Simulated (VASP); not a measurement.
A run of VASP 6.6.1:

INCAR

```
ALGO     = Normal         # electronic algorithm
DIPOL    = 0.5 0.5 0.386
EDIFF    = 1E-7           # SCF threshold, eV
ENCUT    = 520            # plane-wave cutoff, eV
GGA      = PE             # functional
IDIPOL   = 3            
ISIF     = 2              # what is computed and relaxed
ISMEAR   = 0              # smearing method
LASPH    = T              # aspherical terms in the spheres
LCHARG   = T              # write CHGCAR
LDIPOL   = T            
LELF     = T              # ELF
LREAL    = F              # projectors in reciprocal space
LVACPOTAV= T            
LVHAR    = T            
LWAVE    = F              # write WAVECAR
NBANDS   = 48             # bands
NELM     = 100            # most SCF steps
PREC     = Accurate       # precision mode
SIGMA    = 0.1            # smearing width, eV
```

The input KPOINTS:

```
k-points
0
Gamma
  12 12 1
```

File POSCAR:

```
Ru5F
1.0
    2.7197977465      0.0000000000      0.0000000000
   -1.3598988732      2.3554139416      0.0000000000
    0.0000000000      0.0000000000     24.0359895925
Ru F
5 1
Direct
    0.6666666667      0.3333333333      0.1664171132
    0.3333333333      0.6666666667      0.2557968275
    0.6666666667      0.3333333333      0.3452060919
    0.3333333333      0.6666666667      0.4352311869
    0.6666666667      0.3333333333      0.5215507997
    0.6666666667      0.6666666667      0.5928884543
```

Potentials or basis: VASP PAW PBE potentials, release 64 (Ru_pv, F).

Command:

```console
$ cat potpaw_PBE.64/Ru_pv/POTCAR potpaw_PBE.64/F/POTCAR > POTCAR
$ mpirun -np 1 vasp_std > vasp.out
```

Hardware: 1 thread of Intel Xeon 8259CL (shared host).

Q: How long does it take, and how much memory?

A: It took 31 min on 1 thread of Intel Xeon 8259CL, with other jobs on the host, peak memory 0.54 GiB. Counts: scf iterations 57, k points 74.
